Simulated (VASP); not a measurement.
# Zr3S2 in VASP: notebook

The runs below take Zr3S2 through single point, with PBE.

Everything below comes from runs of VASP 6.6.1. Logs are shortened: lines on timing, memory, paths and dates and some standing lists are left out, and cuts for length are marked.

### 1 The cell of the first run

The structure is trigonal, space group R32 (No. 155). The conventional cell has a = 5.805 Å, b = 5.805 Å, c = 10.463 Å, α = 90.00°, β = 90.00°, γ = 120.00°. Zr (site symmetry 2) has 4 S at 2.61 to 2.62 Å and 8 Zr at 3.32 to 3.49 Å within 3.5 Å. S (site symmetry 3) has 6 Zr at 2.61 to 2.62 Å and 4 S at 3.35 to 3.45 Å within 3.5 Å.

### 2 Single point, PBE

The input, INCAR:

```
SYSTEM = Zr3S2
PREC = Accurate
ENCUT = 520
EDIFF = 1E-7
ISMEAR = -1
SIGMA = 0.1
LREAL = .FALSE.
LASPH = .TRUE.
NELM = 100
ALGO = Normal
ISIF = 2
LWAVE = .FALSE.
LCHARG = .FALSE.
GGA = PE
NBANDS = 32
```

The input, KPOINTS:

```
regular mesh
0
G
  5 5 5
  0 0 0
```

The input, POSCAR:

```
Zr3S2
1.0
    2.9025380000      1.6757810000      3.4877730000
   -2.9025380000      1.6757810000      3.4877730000
    0.0000000000     -3.3515620000      3.4877730000
Zr S
3 2
Direct
    0.1612730000      0.8387270000      0.5000000000
    0.5000000000      0.1612730000      0.8387270000
    0.8387270000      0.5000000000      0.1612730000
    0.3349770000      0.3349770000      0.3349770000
    0.6650230000      0.6650230000      0.6650230000
```

Potentials or basis: VASP PAW PBE potentials, release 64 (Zr_sv, S).

Launch:

```bash
cat potpaw_PBE.64/Zr_sv/POTCAR potpaw_PBE.64/S/POTCAR > POTCAR
mpirun -np 1 vasp_std > vasp.out
```

OUTCAR:

```text
SYSTEM = Zr3S2
   PREC = Accurate
   ENCUT = 520
   EDIFF = 1E-7
   ISMEAR = -1
   LREAL = .FALSE.
   LASPH = .TRUE.
   NELM = 100
   ISIF = 2
   GGA = PE

 ion  position               nearest neighbor table
   1  0.161  0.839  0.500-   4 2.61   5 2.61   5 2.62   4 2.62   2 3.32   3 3.32   3 3.32   2 3.32
                             3 3.41   2 3.41   2 3.49   3 3.49
   2  0.500  0.161  0.839-   4 2.61   5 2.61   5 2.62   4 2.62   1 3.32   1 3.32   3 3.32   3 3.32
                             3 3.41   1 3.41   3 3.49   1 3.49
   3  0.839  0.500  0.161-   5 2.61   4 2.61   4 2.62   5 2.62   1 3.32   1 3.32   2 3.32   2 3.32
                             2 3.41   1 3.41   2 3.49   1 3.49
   4  0.335  0.335  0.335-   1 2.61   2 2.61   3 2.61   3 2.62   2 2.62   1 2.62
   5  0.665  0.665  0.665-   1 2.61   3 2.61   2 2.61   2 2.62   3 2.62   1 2.62

  LATTYP: Found a trigonal (rhomboedric) cell.
 ALAT       =     4.8370992652
 COS(alpha) =     0.2798618407

  Lattice vectors:

 A1 = (   2.9025380000,   1.6757810000,   3.4877730000)
 A2 = (  -2.9025380000,   1.6757810000,   3.4877730000)
 A3 = (   0.0000000000,  -3.3515620000,   3.4877730000)

Analysis of symmetry for initial positions (statically):
=====================================================================
 Subroutine PRICEL returns:
 Original cell was already a primitive cell.

 Routine SETGRP: Setting up the symmetry group for a
 trigonal (rhombohedral) supercell.

 Subroutine GETGRP returns: Found  6 space group operations
 (whereof  6 operations were pure point group operations)
 out of a pool of 12 trial point group operations.

The static configuration has the point symmetry D_3 .

Analysis of symmetry for dynamics (positions and initial velocities):
=====================================================================
 Subroutine PRICEL returns:
 Original cell was already a primitive cell.

 Routine SETGRP: Setting up the symmetry group for a
 trigonal (rhombohedral) supercell.

 Subroutine GETGRP returns: Found  6 space group operations
 (whereof  6 operations were pure point group operations)
 out of a pool of 12 trial point group operations.

The dynamic configuration has the point symmetry D_3 .

 Subroutine INISYM returns: Found  6 space group operations
 (whereof  6 operations are pure point group operations),
 and found     1 'primitive' translations

----------------------------------------------------------------------------------------

                                     Primitive cell

  volume of cell :     101.7875

  direct lattice vectors                    reciprocal lattice vectors
     2.902538000  1.675781000  3.487773000     0.172263033  0.099456114  0.095571969
    -2.902538000  1.675781000  3.487773000    -0.172263033  0.099456114  0.095571969
     0.000000000 -3.351562000  3.487773000     0.000000000 -0.198912229  0.095571969

  length of vectors
     4.837099265  4.837099265  4.837099166     0.220680929  0.220680929  0.220680937

  position of ions in fractional coordinates (direct lattice)
     0.161273000  0.838727000  0.500000000
     0.500000000  0.161273000  0.838727000
     0.838727000  0.500000000  0.161273000
     0.334977000  0.334977000  0.334977000
     0.665023000  0.665023000  0.665023000

  ion indices of the primitive-cell ions
   primitive index   ion index
                 1           1
                 2           2
                 3           3
                 4           4
                 5           5

----------------------------------------------------------------------------------------

 KPOINTS: regular mesh

Automatic generation of k-mesh.
 Grid dimensions read from file:
 generate k-points for:    5    5    5

 Generating k-lattice:

  Cartesian coordinates                     Fractional coordinates (reciprocal lattice)
     0.034452607  0.019891223  0.019114394     0.200000000  0.000000000  0.000000000
    -0.034452607  0.019891223  0.019114394     0.000000000  0.200000000  0.000000000
     0.000000000 -0.039782446  0.019114394     0.000000000  0.000000000  0.200000000

  Length of vectors
     0.044136186  0.044136186  0.044136187

  Shift w.r.t. Gamma in fractional coordinates (k-lattice)
     0.000000000  0.000000000  0.000000000

 Subroutine IBZKPT returns following result:
 ===========================================

 Found     19 irreducible k-points:

 Following reciprocal coordinates:
            Coordinates               Weight
  0.000000  0.000000  0.000000      1.000000
  0.200000  0.000000  0.000000      6.000000
  0.400000  0.000000 -0.000000      6.000000
  0.200000  0.200000  0.000000      6.000000
  0.400000  0.200000  0.000000     12.000000
 -0.400000  0.200000  0.000000     12.000000
[... 11 lines left out ...]
  0.400000  0.400000  0.400000      2.000000
 -0.400000  0.400000  0.400000      6.000000
   k-points           NKPTS =     19   k-points in BZ     NKDIM =     19   number of bands    NBANDS=     32
   number of dos      NEDOS =    301   number of ions     NIONS =      5
   total plane-waves  NPLWV =  46656
   dimension x,y,z NGX =    36 NGY =   36 NGZ =   36
   dimension x,y,z NGXF=    72 NGYF=   72 NGZF=   72
   ions per type =               3   2
   NGX,Y,Z   is equivalent  to a cutoff of  12.37, 12.37, 12.37 a.u.
   NGXF,Y,Z  is equivalent  to a cutoff of  24.75, 24.75, 24.75 a.u.
 SYSTEM =  Zr3S2
   PREC   = accura    normal or accurate (medium, high low for compatibility)
   ISTART =      0    job   : 0-new  1-cont  2-samecut
   ICHARG =      2    charge: 1-file 2-atom 10-const
   ISPIN  =      1    spin polarized calculation?
   LNONCOLLINEAR =      F non collinear calculations
   LSORBIT =      F    spin-orbit coupling
   LASPH  =      T    aspherical Exc in radial PAW
   ENCUT  =  520.0 eV  38.22 Ry    6.18 a.u.   8.99  8.99  8.99*2*pi/ulx,y,z
   NELM   =    100;   NELMIN=  2; NELMDL= -5     # of ELM steps
   EDIFF  = 0.1E-06   stopping-criterion for ELM
   LREAL  =      F    real-space projection
   EDIFFG = 0.1E-05   stopping-criterion for IOM
   NSW    =      0    number of steps for IOM
   IBRION =     -1    ionic relax: 0-MD 1-quasi-New 2-CG
   NFREE  =      0    steps in history (QN), initial steepest desc. (CG)
   ISIF   =      2    stress and relaxation
   ISYM   =      2    0-nonsym 1-usesym 2-fastsym
   POTIM  = 0.5000    time-step for ionic-motion
   TEBEG  =    0.0;   TEEND  =   0.0 temperature during run
   PSTRESS=    0.0 pullay stress
   NELECT =      48.0000    total number of electrons
   NUPDOWN=      -1.0000    fix difference up-down
   EMIN   =  10.00;   EMAX   =-10.00  energy-range for DOS
   EFERMI =   0.00;   METHOD = LEGACY
   ISMEAR =    -1;   SIGMA  =   0.10  broadening in eV -4-tet -1-fermi 0-gaus
   EFERMI_NEDOS =   21; number of points for ismear=-14 and -15
   IALGO  =     38    algorithm
   IMIX   =      4    mixing-type and parameters
     AMIX     =   0.40;   BMIX     =  1.00
     AMIX_MAG =   1.60;   BMIX_MAG =  1.00
  volume/ion in A,a.u.               =      20.36       137.38
  Fermi-wavevector in a.u.,A,eV,Ry     =   1.274257  2.407997 22.092200  1.623731
  Thomas-Fermi vector in A             =   2.407035
   LORBIT       =      0    0 simple, 1 ext, 2 COOP (PROOUT), +10 PAW based schemes
   GGA     = PE    functional components
   LHFCALC =     F    Hartree Fock is set to
   AEXX    =    0.0000 exact exchange contribution
   IVDW    =     0    specifies the selected vdW correction
   LEPSILON=     F    determine dielectric tensor
   LRPA    =     F    only Hartree local field effects (RPA)
 non-spin polarized calculation
  energy-cutoff  :      520.00
  volume of cell :      101.79
 maximum number of plane-waves:      2760
   NGX = 17   NGY = 17   NGZ = 17

 number of electron      47.9999998 magnetization

 Free energy of the ion-electron system (eV)
  ---------------------------------------------------
  ext. energy  EPLUGINS =         0.00000000
  ---------------------------------------------------
  free energy    TOTEN  =       -39.27204190 eV

  energy without entropy =      -39.17409661  energy(sigma->0) =      -39.22306925

 E-fermi :   8.8766     XC(G=0): -10.9098

 val. band max:        8.8364194583   @ k =   0.4000   0.4000   0.4000
 cond. band min:       8.9413728886   @ k =   0.2000   0.2000   0.2000
 fundamental gap:      0.1049534303
 Fermi energy:         8.8765845057

 k-point     1 :       0.0000    0.0000    0.0000
  band No.  band energies     occupation
      1     -40.2413      2.00000
      2     -40.1632      2.00000
      3     -40.1632      2.00000
      4     -18.4028      2.00000
      5     -18.4028      2.00000
      6     -18.3995      2.00000
[... 24 lines left out ...]
     31      12.1222      0.00000
     32      12.3325      0.00000

 k-point     2 :       0.2000    0.0000    0.0000
  band No.  band energies     occupation
      1     -40.2332      2.00000
      2     -40.1711      2.00000
      3     -40.1631      2.00000
      4     -18.4641      2.00000
      5     -18.4536      2.00000
      6     -18.4207      2.00000
[... 24 lines left out ...]
     31      12.2037      0.00000
     32      12.4970      0.00000

 k-point     3 :       0.4000    0.0000   -0.0000
  band No.  band energies     occupation
      1     -40.2130      2.00000
      2     -40.1890      2.00000
      3     -40.1653      2.00000
      4     -18.4993      2.00000
      5     -18.4821      2.00000
      6     -18.4009      2.00000
[... 24 lines left out ...]
     31      12.2967      0.00000
     32      12.4287      0.00000

 k-point     4 :       0.2000    0.2000    0.0000
  band No.  band energies     occupation
      1     -40.2309      2.00000
      2     -40.1730      2.00000
      3     -40.1633      2.00000
      4     -18.5074      2.00000
      5     -18.4522      2.00000
      6     -18.4182      2.00000
[... 479 lines left out ...]
     31      11.9648      0.00000
     32      12.3416      0.00000

 k-point    18 :       0.4000    0.4000    0.4000
  band No.  band energies     occupation
      1     -40.2236      2.00000
      2     -40.1756      2.00000
      3     -40.1666      2.00000
      4     -18.6239      2.00000
      5     -18.4304      2.00000
      6     -18.3897      2.00000
[... 24 lines left out ...]
     31      11.3352      0.00000
     32      11.7054      0.00000

 k-point    19 :      -0.4000    0.4000    0.4000
  band No.  band energies     occupation
      1     -40.2150      2.00000
      2     -40.1779      2.00000
      3     -40.1730      2.00000
      4     -18.6328      2.00000
      5     -18.4934      2.00000
      6     -18.4240      2.00000
[... 24 lines left out ...]
     31      11.6840      0.00000
     32      12.0116      0.00000

------------------------ aborting loop because EDIFF is reached ----------------------------------------

  FORCE on cell =-STRESS in cart. coord.  units (eV):
  Direction    XX          YY          ZZ          XY          YZ          ZX
  --------------------------------------------------------------------------------------
  -------------------------------------------------------------------------------------
  Total       -0.5331521     -0.5331520     -0.5429824      0.0000000     -0.0000000      0.0000000
  in kB       -8.3920305     -8.3920295     -8.5467636      0.0000000     -0.0000000      0.0000000
  external PRESSURE =      -8.4436079 kB  Pullay stress =       0.0000000 kB

 VOLUME and BASIS-vectors are now :
 -----------------------------------------------------------------------------
  energy-cutoff  :      520.00
  volume of cell :      101.79
      direct lattice vectors                 reciprocal lattice vectors
     2.902538000  1.675781000  3.487773000     0.172263033  0.099456114  0.095571969
    -2.902538000  1.675781000  3.487773000    -0.172263033  0.099456114  0.095571969
     0.000000000 -3.351562000  3.487773000     0.000000000 -0.198912229  0.095571969

 POSITION                                       TOTAL-FORCE (eV/Angst)
 -----------------------------------------------------------------------------------
     -1.96634      0.00000      5.23166         0.054968     -0.000000      0.000000
      0.98317     -1.70290      5.23166        -0.027484      0.047604      0.000000
      0.98317      1.70290      5.23166        -0.027484     -0.047604      0.000000
      0.00000      0.00000      3.50497         0.000000     -0.000000      0.005990
      0.00000      0.00000      6.95835         0.000000      0.000000     -0.005990
 -----------------------------------------------------------------------------------
    total drift:                                0.000001      0.000000      0.000000

  FREE ENERGIE OF THE ION-ELECTRON SYSTEM (eV)
  ---------------------------------------------------
  free  energy   TOTEN  =       -39.2720419010 eV

  energy  without entropy=      -39.1740966077  energy(sigma->0) =      -39.22306925
```

Wall time 70 s (1 thread of Intel Xeon 8259CL, shared host); peak memory 0.22 GiB.

What came out:

| Quantity | Value |
| --- | --- |
| Free energy | -39.2720 eV |
| Pressure | -0.8 GPa |
| Largest force | 0.055 eV/Å |
| Band gap on the k mesh | zero (bands 24 and 25 overlap by 0.20 eV) |

Forces on the atoms (eV/Å):
```
Zr   0.055  0.000  0.000
Zr  -0.027  0.048  0.000
Zr  -0.027 -0.048  0.000
S    0.000  0.000  0.006
S    0.000  0.000 -0.006
```

(Continued in part 2 of 2.)
